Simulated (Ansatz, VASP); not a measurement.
**One calculation of In15GaO24, two programs**

```
In Ga O
1.0
    -4.99867    5.01808    5.02053
     4.99867   -4.99313    4.99558
     4.99867    4.99313   -4.99558
In Ga O
15 1 24
Direct
  0.49866 0.50337 0.50014
  0.49921 0.99838 0.99366
  0.00134 0.50148 0.00471
  0.00079 0.99445 0.49918
  0.75000 0.78329 0.03329
  0.46400 0.24469 0.71278
  0.03600 0.74878 0.78069
  0.72043 0.46872 0.25225
  0.77957 0.03182 0.74829
  0.75000 0.28391 0.53391
  0.25000 0.21680 0.96680
  0.52978 0.75054 0.28369
  0.97022 0.25391 0.22076
  0.28301 0.53327 0.74507
  0.21699 0.96206 0.25026
  0.25000 0.71720 0.46720
  0.52009 0.77590 0.54555
  0.73055 0.99268 0.95808
  0.97991 0.52547 0.25581
  0.76945 0.72753 0.26213
  0.54400 0.53509 0.77133
  0.95600 0.72733 0.99108
  0.23693 0.94906 0.50728
  0.26307 0.77035 0.71214
  0.77024 0.54569 0.53723
  0.98939 0.95444 0.72775
  0.51061 0.23837 0.96505
  0.72976 0.26699 0.77545
  0.46187 0.22627 0.45393
  0.27342 0.00510 0.04198
  0.03813 0.49206 0.76440
  0.22658 0.26857 0.73168
  0.45645 0.46515 0.22842
  0.04355 0.27197 0.00870
  0.76313 0.03440 0.49096
  0.73687 0.22783 0.27127
  0.23045 0.46654 0.46144
  0.01282 0.04625 0.27612
  0.48718 0.76330 0.03343
  0.26955 0.73099 0.23609
```

Alike in both runs: functional LDA; k mesh 2 × 2 × 2; no spin polarisation.

Ansatz relaxed the structure, and its values are those at the end. VASP's run is a single point on that final structure, the one shown.

```csv
,VASP,Ansatz
version,VASP 6.6.1,Ansatz 0.2.0
potentials or method,"VASP PAW LDA potentials, release 64 (In_d, Ga_d, O)","scalar-relativistic, plane waves, PAW"
plane-wave cutoff (eV),600,420
occupations,"gaussian, width 0.01 eV",fixed
valence electrons in the cell,352,352
```

```tsv
	VASP	Ansatz	Ansatz less VASP
gap on the k mesh at the Fermi level (eV)	1.18	1.17	-0.019
least direct gap on the mesh (eV)	1.18	1.17	-0.019
pressure (GPa)	0.6	0.0	-0.58
rms of the force components (eV/Å)	0.009	0.001	-0.0081
```

LDA's correlation is that of Perdew and Zunger in VASP and of Perdew and Wang (1992) in Ansatz.

The k mesh is coarse, so the values compare programs but aren't converged.
